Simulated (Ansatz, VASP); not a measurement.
## RbH3: VASP beside Ansatz

```
CELL_PARAMETERS angstrom
2.22414 -3.65020 0.00000
2.22414 3.65020 0.00000
0.00000 0.00000 3.60015
ATOMIC_POSITIONS crystal
Rb 0.00000 0.00000 0.00000
H 0.64362 0.35638 0.50000
H 0.35638 0.64362 0.50000
H 0.50000 0.50000 0.50000
```

Alike in both runs: task relaxation of cell and atoms; functional PBE; k mesh 8 × 8 × 8; occupations gaussian, width 0.02 eV; no spin polarisation.

|  | VASP | Ansatz |
| --- | --- | --- |
| version | VASP 6.6.1 | Ansatz 0.2.0 |
| potentials or method | VASP PAW PBE potentials, release 64 (Rb_sv, H), cutoff 600 eV | scalar-relativistic, plane waves, PAW |
| valence electrons in the cell | 12 | 12 |

Ansatz gave:

```
gap on the k mesh at the Fermi level, each at its own relaxed structure (eV) : 0.98
relaxed volume (Å³/atom)                                                     : 14.69
relaxed cell length with the largest relative difference (Å)                 : 4.305
```

**Question.** What did VASP give for the same quantities?

**Answer.** gap on the k mesh at the Fermi level, each at its own relaxed structure (eV): 0.94; relaxed volume (Å³/atom): 14.63; relaxed cell length with the largest relative difference (Å): 4.277.
